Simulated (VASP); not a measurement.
A run of VASP 6.6.1 is set up as follows.

File INCAR:

```
ALGO     = Normal         # electronic algorithm
EDIFF    = 1E-6           # SCF threshold, eV
EDIFFG   = -0.001         # ionic threshold
ENCUT    = 600            # plane-wave cutoff, eV
GGA      = PS             # functional
IBRION   = 2              # ionic algorithm
ISIF     = 3              # what is computed and relaxed
ISMEAR   = 0              # smearing method
LASPH    = True           # aspherical terms in the spheres
LCHARG   = False          # write CHGCAR
LREAL    = False          # projectors in reciprocal space
LWAVE    = False          # write WAVECAR
NELM     = 80             # most SCF steps
NSW      = 80             # ionic steps
PREC     = Accurate       # precision mode
PSTRESS  = 60.0         
SIGMA    = 0.01           # smearing width, eV
```

The input KPOINTS:

```
k-points
0
Gamma
  10 10 10
```

POSCAR

```
InP
1.0
    0.0000000000      2.9390910429      2.9390910429
    2.9390910429      0.0000000000      2.9390910429
    2.9390910429      2.9390910429      0.0000000000
In P
1 1
Direct
    0.0000000000      0.0000000000      0.0000000000
    0.7500000000      0.7500000000      0.7500000000
```

Potentials or basis: VASP PAW PBE potentials, release 64 (In_d, P).

Command:

```console
$ cat potpaw_PBE.64/In_d/POTCAR potpaw_PBE.64/P/POTCAR > POTCAR
$ mpirun -np 1 vasp_std > vasp.out
```

Q: Estimate the relaxed cell.

A: a = 4.054 Å, b = 4.054 Å, c = 4.054 Å, α = 60.00°, β = 60.00°, γ = 60.00°.

Q: What does it give for the space group after relaxing (to 0.05 Å)?

A: F-43m (No. 216).

Q: Estimate the relaxed volume.

A: 23.55 Å³/atom.

The path:
```
step  energy change (eV)  largest force (eV/Å)  pressure (GPa)  volume (Å³)
   1              0.0000                0.0000            0.02        50.78
   2              0.2363                0.0000           12.97        44.13
   3              0.0634                0.0000            5.93        47.13
   4              0.0661                0.0000            6.11        47.06
   5              0.0625                0.0000            5.90        47.15
   6              0.0646                0.0000            6.03        47.10
   7              0.0642                0.0000            5.99        47.11
   8              0.0644                0.0000            6.00        47.10
```

Caveat: the cell is relaxed towards a set pressure, so the enthalpy falls and the energy may rise; the PAW data sets were made with another functional, which shifts forces and pressure a little.
